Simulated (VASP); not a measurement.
A run of VASP 6.6.1 is set up as follows.

INCAR

```
PREC     = Accurate       # precision mode
ENCUT    = 520            # plane-wave cutoff, eV
EDIFF    = 1E-6           # SCF threshold, eV
ISMEAR   = 0              # smearing method
SIGMA    = 0.05           # smearing width, eV
LREAL    = F              # projectors in reciprocal space
LASPH    = T              # aspherical terms in the spheres
NELM     = 80             # most SCF steps
ALGO     = Normal         # electronic algorithm
ISIF     = 2              # what is computed and relaxed
LWAVE    = F              # write WAVECAR
LCHARG   = T              # write CHGCAR
GGA      = PS             # functional
LELF     = T              # ELF
LVHAR    = T            
NBANDS   = 16             # bands
```

KPOINTS

```
regular mesh
0
Gamma
  12 12 12
```

Contents of POSCAR:

```
ZrS
1.0
    0.0000000000      2.6425744619      2.6425744619
    2.6425744619      0.0000000000      2.6425744619
    2.6425744619      2.6425744619      0.0000000000
Zr S
1 1
Direct
    0.5000000000      0.5000000000      0.5000000000
    0.0000000000      0.0000000000      0.0000000000
```

Potentials or basis: VASP PAW PBE potentials, release 64 (Zr_sv, S).

Run with:

```bash
$ cat potpaw_PBE.64/Zr_sv/POTCAR potpaw_PBE.64/S/POTCAR > POTCAR
$ mpirun -np 1 vasp_std > vasp.out
```

Problem. What does it give for the pressure?

Solution. -8.6 GPa.

Problem. What does it give for the band gap on the k mesh?

Solution. Zero (bands 9 and 10 overlap by 2.74 eV).

Caveat: the cell stands under tension; the PAW data sets were made with another functional, which shifts forces and pressure a little.
